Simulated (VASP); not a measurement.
A run of VASP 6.6.1 is set up as follows.

Contents of INCAR:

```
SYSTEM = TiH3
  PREC = Accurate
  ENCUT = 520
  EDIFF = 1E-6
  ISMEAR = 0
  SIGMA = 0.2
  LREAL = .FALSE.
  LASPH = .TRUE.
  NELM = 60
  ALGO = Normal
  ISIF = 2
  LWAVE = .FALSE.
  LCHARG = .FALSE.
  GGA = PE
  NBANDS = 25
```

Contents of KPOINTS:

```
Automatic mesh
0
G
  9 9 4
  0 0 0
```

POSCAR

```
TiH3
1.0
    3.1654955305      0.0000000000      0.0000000000
   -1.5827477653      2.7413995450      0.0000000000
    0.0000000000      0.0000000000      5.5850794957
Ti H
2 6
Direct
    0.3333333333      0.6666666667      0.2500000000
    0.6666666667      0.3333333333      0.7500000000
    0.3333333333      0.6666666667      0.5939701174
    0.3333333333      0.6666666667      0.9060298826
    0.6666666667      0.3333333333      0.4060298826
    0.6666666667      0.3333333333      0.0939701174
    0.0000000000      0.0000000000      0.2500000000
    0.0000000000      0.0000000000      0.7500000000
```

Potentials or basis: VASP PAW PBE potentials, release 64 (Ti_sv, H).

Launch:

```sh
$ cat potpaw_PBE.64/Ti_sv/POTCAR potpaw_PBE.64/H/POTCAR > POTCAR
$ mpirun -np 1 vasp_std > vasp.out
```

(1) What does it give for the pressure?

(2) Predict the band gap on the k mesh.

Results:

(1) -0.1 GPa.

(2) zero (band 15 reaches 8.08 eV, above the bottom of band 16 at 6.97 eV).
